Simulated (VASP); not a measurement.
**V: single point with PBE**

The system is V, a wire with vacuum.

```
V
1.0
    11.10000    0.00000    0.00000
     0.00000   13.80000    0.00000
     0.00000    0.00000    4.23871
V
7
Direct
  0.59547 0.55430 0.00000
  0.59547 0.33711 0.00000
  0.40453 0.55430 0.50000
  0.40453 0.33711 0.50000
  0.40453 0.66289 0.00000
  0.40453 0.44570 0.00000
  0.59547 0.44570 0.50000
```

| Property | Result |
| --- | --- |
| Program | VASP 6.6.1 |
| Task | single point |
| Functional | PBE |
| Potentials or basis | VASP PAW PBE potentials, release 64 (V_sv) |
| Cutoff | 520 eV |
| k mesh | 1 × 1 × 8 |
| Occupations | gaussian, width 0.05 eV |
| Spin | no spin polarisation |
| Dipole correction | no |
| Further INCAR settings | ALGO = Normal; EDIFF = 1e-06; NBANDS = 54 |

| Item | Value |
| --- | --- |
| Largest force | 2.679 eV/Å |
| Band gap on the k mesh | zero (an odd number of electrons rules out a gap without spin polarisation) |

Forces in eV/Å, atoms in the order of the input:
```
V   -1.623 -0.769  0.000
V   -1.762  2.018  0.000
V    1.318 -0.423  0.000
V    2.013  1.438  0.000
V    0.752 -2.262  0.000
V    0.937  0.586  0.000
V   -1.635 -0.588  0.000
```

Levels at points of the mesh, in eV from the Fermi level:
| k point | band 44 | band 45 | band 46 | band 47 | band 48 | band 49 |
| --- | --- | --- | --- | --- | --- | --- |
| (0.00, 0.00, 0.00) | -0.25 | -0.18 | -0.11 | 0.00 | 0.14 | 0.15 |
| (0.00, 0.00, 0.50) | -0.43 | 0.05 | 0.11 | 0.12 | 0.16 | 0.25 |

Wall time 7.9 min on 1 thread of Intel(R) Xeon(R) Platinum 8488C (Sapphire Rapids) (shared host), peak memory 0.63 GiB.
